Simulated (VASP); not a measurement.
Here is a VASP 6.6.1 calculation.

File INCAR:

```
SYSTEM = KF
ALGO = Normal
EDIFF = 1E-6
ENCUT = 600
GGA = PE
GGA_COMPAT = .False.
ISIF = 2
ISMEAR = 0
LASPH = .True.
LCHARG = .False.
LREAL = .False.
LWAVE = .False.
NBANDS = 15
NELM = 120
PREC = Accurate
SIGMA = 0.01
```

The input KPOINTS:

```
k-points
0
Gamma
  4 4 4
  0 0 0
```

Contents of POSCAR:

```
KF
1.0
    3.1788707423      0.0000000000      0.0000000000
    0.0000000000      3.1788707423      0.0000000000
    0.0000000000      0.0000000000      3.1788707423
K F
1 1
Direct
    0.0000000000      0.0000000000      0.0000000000
    0.5000000000      0.5000000000      0.5000000000
```

Potentials or basis: VASP PAW PBE potentials, release 64 (K_sv, F).

Run with:

```bash
$ cat potpaw_PBE.64/K_sv/POTCAR potpaw_PBE.64/F/POTCAR > POTCAR
$ mpirun -np 1 vasp_std > vasp.out
```

Task: Estimate the band gap on the k mesh.

Result: 6.80 eV (least direct gap 6.84 eV).

Task: Predict the pressure.

Result: 3.0 GPa.

Caveat: the k points lie up to 0.49 Å⁻¹ apart; the structure was generated, so it needn't be the stable form of KF. A k mesh can miss the band edges.
